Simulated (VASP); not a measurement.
Wanted: the native input for a VASP 6.6.1 run.

- Task: single point
- Functional: PBE
- Potentials or basis: VASP PAW PBE potentials, release 64 (Be)
- Cutoff: 520 eV
- k mesh: 6 × 6 × 6
- Occupations: gaussian, width 0.2 eV
- Spin: no spin polarisation
- Dipole correction: no
- Further INCAR settings: ALGO = Normal; EDIFF = 1e-07; NBANDS = 18

The structure of Be lies in POSCAR:

```
Be
1.0
    0.1962055427     -0.1937355926      4.0431039998
    4.0434002588      0.1996935923      0.2075720400
    0.2045073551      4.0428992793     -0.2097549843
Be
8
Direct
    0.1873995405      0.3705673737      0.3705644811
    0.6873904564      0.2575580800      0.2573555040
   -0.0579007844      0.3080886331      0.8169255988
    0.4953723933      0.0626833899      0.7544520649
   -0.1204410212      0.7544214768      0.0624208591
    0.4334862493      0.8166652268      0.3084040491
   -0.0078269288      0.8672916977      0.5624980796
    0.3825200947      0.5627241220      0.8673793634
```

The input as run:

INCAR

```
SYSTEM = Be
  ALGO = Normal
  EDIFF = 1E-7
  ENCUT = 520
  GGA = PE
  ISIF = 2
  ISMEAR = 0
  LASPH = .TRUE.
  LCHARG = .FALSE.
  LREAL = .FALSE.
  LWAVE = .FALSE.
  NBANDS = 18
  NELM = 100
  PREC = Accurate
  SIGMA = 0.2
```

KPOINTS

```
k-points
0
G
  6 6 6
  0 0 0
```

Potentials or basis: VASP PAW PBE potentials, release 64 (Be).

The run is started by

```bash
$ cat potpaw_PBE.64/Be/POTCAR > POTCAR
$ mpirun -np 1 vasp_std > vasp.out
```

It gave:

```json
{"Pressure": "0.1 GPa", "Largest force": "0.013 eV/Å", "Band gap on the k mesh": "zero (band 8 reaches 7.36 eV, above the bottom of band 9 at 5.42 eV)"}
```

Wall time 51 s on 1 thread of AMD EPYC 9R45 96-Core Processor (Zen 5), on a shared host, peak memory 0.19 GiB.
